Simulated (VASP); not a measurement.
Set up this calculation in VASP 6.6.1, as the native input.

* Task: single point
* Functional: PBEsol
* Potentials or basis: VASP PAW PBE potentials, release 64 (Nb_sv, In_d)
* Cutoff: 520 eV
* k mesh: 4 × 6 × 4
* Occupations: fermi-dirac, width 0.1 eV
* Spin: no spin polarisation
* Dipole correction: no
* Further INCAR settings: ALGO = Normal; EDIFF = 1e-07; NBANDS = 34

The structure of NbIn lies in POSCAR:

```
NbIn
1.0
    5.1014363100      0.0000000000      0.0000000000
    0.0000000000      3.1818936000      0.0000000000
    0.0000000000      0.0000000000      5.4385151100
Nb In
2 2
Direct
    0.2500000000      0.0000000000      0.1820000000
    0.7500000000      0.0000000000      0.8180000000
    0.2500000000      0.5000000000      0.6720000000
    0.7500000000      0.5000000000      0.3280000000
```

The input as run:

INCAR

```
SYSTEM = NbIn
PREC = Accurate
ENCUT = 520
EDIFF = 1E-7
ISMEAR = -1
SIGMA = 0.1
LREAL = .False.
LASPH = .True.
NELM = 80
ALGO = Normal
ISIF = 2
LWAVE = .False.
LCHARG = .False.
GGA = PS
NBANDS = 34
```

KPOINTS

```
Automatic mesh
0
Gamma
  4 6 4
  0 0 0
```

Potentials or basis: VASP PAW PBE potentials, release 64 (Nb_sv, In_d).

Run with:

```bash
$ cat potpaw_PBE.64/Nb_sv/POTCAR potpaw_PBE.64/In_d/POTCAR > POTCAR
$ mpirun -np 1 vasp_std > vasp.out
```

It gave:

```json
{"Pressure": "-14.6 GPa", "Largest force": "1.225 eV/Å", "Band gap on the k mesh": "zero (band 26 reaches 9.64 eV, above the bottom of band 27 at 8.78 eV)"}
```

Caveat: the PAW data sets were made with another functional, which shifts forces and pressure a little; spin-orbit coupling is left out, which moves the levels of the heavy elements.

Run time: 56 s on 1 thread of Intel(R) Xeon(R) Platinum 8559C (Emerald Rapids), with other jobs on the host, peak memory 0.23 GiB.
